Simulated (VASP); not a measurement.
A run of VASP 6.6.1 is set up as follows.

File INCAR:

```
SYSTEM = Ca
PREC = Accurate
ENCUT = 600
EDIFF = 1E-6
ISMEAR = 0
SIGMA = 0.1
LREAL = .False.
LASPH = .True.
NELM = 100
ALGO = Fast
ISIF = 4
LWAVE = .False.
LCHARG = .False.
GGA = PS
IBRION = 2
NSW = 50
EDIFFG = -0.01
```

The input KPOINTS:

```
regular mesh
0
Gamma
  12 12 8
  0 0 0
```

Contents of POSCAR:

```
Ca
1.0
    3.8147282630      0.0000000000      0.0000000000
   -1.9073641315      3.3036515843      0.0000000000
    0.0000000000      0.0000000000      6.2761387942
Ca
2
Direct
    0.3333333333      0.6666666667      0.2500000000
    0.6666666667      0.3333333333      0.7500000000
```

Potentials or basis: VASP PAW PBE potentials, release 64 (Ca_sv).

The run is started by

```console
$ cat potpaw_PBE.64/Ca_sv/POTCAR > POTCAR
$ mpirun -np 1 vasp_std > vasp.out
```

What does it give for the band gap on the k mesh?

Zero (bands 10 and 11 overlap by 0.44 eV).

Final structure:
```yaml
crystal:
  lattice:
    - [3.81362, 0.00000, 0.00000]
    - [-1.90681, 3.30269, 0.00000]
    - [0.00000, 0.00000, 6.27979]
  atoms:
    - { symbol: Ca, position: [0.33333, 0.66667, 0.25000] }
    - { symbol: Ca, position: [0.66667, 0.33333, 0.75000] }
```
